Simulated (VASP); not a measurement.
Wanted: the native input for a VASP 6.6.1 run.

```yaml
Task: single point
Functional: PBE
Potentials_or_basis: VASP PAW PBE potentials, release 64 (C)
Cutoff: 520 eV
k_mesh: 12 × 12 × 12
Occupations: gaussian, width 0.05 eV
Spin: no spin polarisation
Dipole_correction: no
Further_INCAR_settings: ALGO = Normal; EDIFF = 1e-07; NBANDS = 11
```

The structure of C lies in POSCAR:

```
C
1.0
    0.0000000000      1.6407280000      1.7120640000
    1.6407280000      0.0000000000      1.7120640000
    1.6407280000      1.6407280000      0.0000000000
C
2
Direct
    0.5000000000      0.5000000000      0.5000000000
    0.7500000000      0.7500000000      0.7500000000
```

This cell differs from its parent crystal: strain -0.080 along x and y, -0.040 along z.

The input as run:

INCAR

```
PREC     = Accurate       # precision mode
ENCUT    = 520            # plane-wave cutoff, eV
EDIFF    = 1E-7           # SCF threshold, eV
ISMEAR   = 0              # smearing method
SIGMA    = 0.05           # smearing width, eV
LREAL    = False          # projectors in reciprocal space
LASPH    = True           # aspherical terms in the spheres
NELM     = 60             # most SCF steps
ALGO     = Normal         # electronic algorithm
ISIF     = 2              # what is computed and relaxed
LWAVE    = False          # write WAVECAR
LCHARG   = True           # write CHGCAR
GGA      = PE             # functional
LELF     = True           # ELF
LVHAR    = True         
NBANDS   = 11             # bands
```

KPOINTS

```
Automatic mesh
0
Gamma
  12 12 12
```

Potentials or basis: VASP PAW PBE potentials, release 64 (C).

Run with:

```console
$ cat potpaw_PBE.64/C/POTCAR > POTCAR
$ mpirun -np 1 vasp_std > vasp.out
```

It gave:

```yaml
Pressure: 136.0 GPa
Band_gap_on_the_k_mesh: 4.04 eV, indirect (least direct gap 5.73 eV)
```

Caveat: the cell differs from its parent crystal (strain -0.080 along x and y, -0.040 along z).

It took 10 s on 1 thread of Intel Xeon 6975P-C, on a shared host, peak memory 0.12 GiB.
